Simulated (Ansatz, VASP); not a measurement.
SnPbO2: VASP beside Ansatz

INCAR

```
PREC = Accurate ; ENCUT = 520
EDIFF = 1E-7 ; ISMEAR = -1
SIGMA = 0.02 ; LREAL = F
LASPH = T ; NELM = 80
ALGO = Normal ; ISIF = 2
LWAVE = F ; LCHARG = T
GGA = PE ; LELF = T
LVHAR = T ; NBANDS = 28
```

File KPOINTS:

```
regular mesh
0
Gamma
  6 6 6
```

Contents of POSCAR:

```
SnPbO2
1.0
    3.8682734985      0.0000000000      0.0000000000
    0.0000000000      3.8682734985      0.0000000000
    0.0000000000      0.0000000000      4.8975259038
Pb Sn O
1 1 2
Direct
    0.0000000000      0.0000000000      0.2543065904
    0.5000000000      0.5000000000      0.7752054720
    0.5000000000      0.0000000000     -0.0147560312
    0.0000000000      0.5000000000     -0.0147560312
```

Input for Ansatz:

```yaml
crystal:
  lattice:
    - [3.8682734985, 0.0, 0.0]
    - [0.0, 3.8682734985, 0.0]
    - [0.0, 0.0, 4.8975259038]
  atoms:
    - { symbol: Pb, position: [0.0, 0.0, 0.2543065904] }
    - { symbol: Sn, position: [0.5, 0.5, 0.775205472] }
    - { symbol: O, position: [0.5, 0.0, -0.0147560312] }
    - { symbol: O, position: [0.0, 0.5, -0.0147560312] }
kpoints:
  mp_grid: { grid: [6, 6, 6] }
  band_path:
    path:
      - [[0.0, 0.0, 0.0], [-1.432479968497e-51, 0.5, 1.597924782096e-33], [0.5, 0.5, -2.699889816427e-19], [0.0, 0.0, 0.0], [9.284615952848e-37, -8.126652171379e-50, 0.5], [9.284615952848e-37, 0.5, 0.5], [0.5, 0.5, 0.5], [9.284615952848e-37, -8.126652171379e-50, 0.5]]
      - [[-1.432479968497e-51, 0.5, 1.597924782096e-33], [9.284615952848e-37, 0.5, 0.5]]
      - [[0.5, 0.5, -2.699889816427e-19], [0.5, 0.5, 0.5]]
    npoints: 10
hamiltonian:
  xc: pbe
scf:
  occupations: { method: fermi_dirac, width: 0.02 }
  n_extra_bands: 5
output:
  forces: true
  stress: true
  eigenvalues: true
```

Alike in both runs: task single point; functional PBE; k mesh 6 × 6 × 6; occupations fermi-dirac, width 0.02 eV; no spin polarisation.

|  | VASP | Ansatz |
| --- | --- | --- |
| version | VASP 6.6.1 | Ansatz 0.2.0 |
| potentials or method | VASP PAW PBE potentials, release 64 (Pb_d, Sn_d, O) | plane waves, PAW |
| plane-wave cutoff (eV) | 520 | 420 |
| valence electrons in the cell | 40 | 40 |

```csv
,VASP,Ansatz,Ansatz less VASP
pressure (GPa),5.1,4.9,-0.16
"traceless stress, the component that is largest in VASP (GPa)",-0.75,-0.75,+0.001
rms of the force components (eV/Å),0.202,0.175,-0.0270
```

Atom by atom the forces differ by 0.027 eV/Å (rms over components).

Spin-orbit coupling is off throughout.
